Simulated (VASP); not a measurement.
Here is a VASP 6.6.1 calculation.

INCAR

```
PREC = Accurate
ENCUT = 600
EDIFF = 1E-7
ISMEAR = -1
SIGMA = 0.08
LREAL = F
LASPH = T
NELM = 80
ALGO = Normal
ISIF = 3
LWAVE = F
LCHARG = F
GGA = PE
IBRION = 2
NSW = 32
EDIFFG = -0.005
PSTRESS = 1600.0
```

The input KPOINTS:

```
regular mesh
0
Gamma
  24 24 22
```

POSCAR

```
B
1.0
    1.6921433282      0.0000000000      0.0000000000
   -0.8460716641      1.4654391091      0.0000000000
    0.0000000000      0.0000000000      1.8237452031
B
1
Direct
    0.0000000000      0.0000000000      0.0000000000
```

Potentials or basis: VASP PAW PBE potentials, release 64 (B).

The run is started by

```sh
$ cat potpaw_PBE.64/B/POTCAR > POTCAR
$ mpirun -np 1 vasp_std > vasp.out
```

**Question.** Estimate the space group after relaxing (to 0.05 Å).

**Answer.** P6/mmm (No. 191).

**Question.** What does it give for the relaxed cell?

**Answer.** a = 1.692 Å, b = 1.692 Å, c = 1.824 Å, α = 90.00°, β = 90.00°, γ = 120.00°.

**Question.** Estimate the relaxed volume.

**Answer.** 4.52 Å³/atom.

Final structure:
```xyz
1
Lattice="1.6923 0.0000 0.0000 -0.8461 1.4655 0.0000 0.0000 0.0000 1.8240" Properties=species:S:1:pos:R:3 pbc="T T T"
B     0.0000    0.0000    0.0000
```

Caveat: the cell is relaxed towards a set pressure, so the enthalpy falls and the energy may rise.
